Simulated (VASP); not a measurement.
ZnCd2Se3:

```
CELL_PARAMETERS angstrom
4.11221 0.00000 0.00000
-2.05611 3.56128 0.00000
0.00000 0.00000 20.13353
ATOMIC_POSITIONS crystal
Zn 0.66667 0.33333 0.00000
Zn 0.33333 0.66667 0.83333
Cd 0.66667 0.33333 0.33333
Cd 0.66667 0.33333 0.66667
Cd 0.33333 0.66667 0.16667
Cd 0.33333 0.66667 0.50000
Se 0.66667 0.33333 0.12500
Se 0.66667 0.33333 0.45833
Se 0.66667 0.33333 0.79167
Se 0.33333 0.66667 0.29167
Se 0.33333 0.66667 0.62500
Se 0.33333 0.66667 0.95833
```

- Program: VASP 6.6.1
- Task: relaxation of cell and atoms
- Functional: PBE
- Potentials or basis: VASP PAW PBE potentials, release 64 (Zn, Cd, Se)
- Cutoff: 500 eV
- k mesh: 6 × 6 × 1
- Occupations: gaussian, width 0.1 eV
- Spin: no spin polarisation

At the start: pressure 8.6 GPa; volume 24.57 Å³/atom.

Q: How do energy, volume and symmetry change on relaxing?

A: Over 15 steps the energy falls by 107.3 meV/atom and the volume is 27.67 Å³/atom (+12.6 %); space group P3m1 (No. 156, to 0.1 Å) before and after.

The path:
| step | energy change (eV) | largest force (eV/Å) | pressure (GPa) | volume (Å³) |
| --- | --- | --- | --- | --- |
| 1 | 0.0000 | 1.3570 | 8.63 | 294.85 |
| 2 | -0.9321 | 0.4000 | -2.42 | 354.99 |
| 3 | -1.0670 | 0.6094 | -0.16 | 336.89 |
| 4 | -1.0668 | 0.5980 | -0.29 | 337.77 |
| 5 | -1.1005 | 0.4528 | -0.23 | 337.02 |
| 6 | -1.1619 | 0.3744 | -0.01 | 334.78 |
| 7 | -1.1685 | 0.5047 | 0.12 | 333.70 |
| 8 | -1.1983 | 0.3660 | 0.06 | 333.79 |
| 9 | -1.2472 | 0.3107 | -0.07 | 334.03 |
| 10 | -1.2500 | 0.3198 | -0.10 | 334.10 |
| 11 | -1.2658 | 0.1830 | 0.05 | 332.93 |
| 12 | -1.2687 | 0.1995 | 0.16 | 332.17 |
| 13 | -1.2816 | 0.1166 | -0.01 | 333.18 |
| 14 | -1.2853 | 0.1024 | -0.16 | 334.14 |
| 15 | -1.2871 | 0.0325 | 0.15 | 332.02 |

Final structure:
```
Zn Cd Se
1.0
     4.26096    0.00000    0.00000
    -2.13048    3.69010    0.00000
     0.00000    0.00000   21.11659
Zn Cd Se
2 4 6
Direct
  0.66667 0.33333 0.99280
  0.33333 0.66667 0.84033
  0.66667 0.33333 0.33065
  0.66667 0.33333 0.67808
  0.33333 0.66667 0.15720
  0.33333 0.66667 0.50450
  0.66667 0.33333 0.11051
  0.66667 0.33333 0.45745
  0.66667 0.33333 0.80512
  0.33333 0.66667 0.28375
  0.33333 0.66667 0.63119
  0.33333 0.66667 0.95842
```
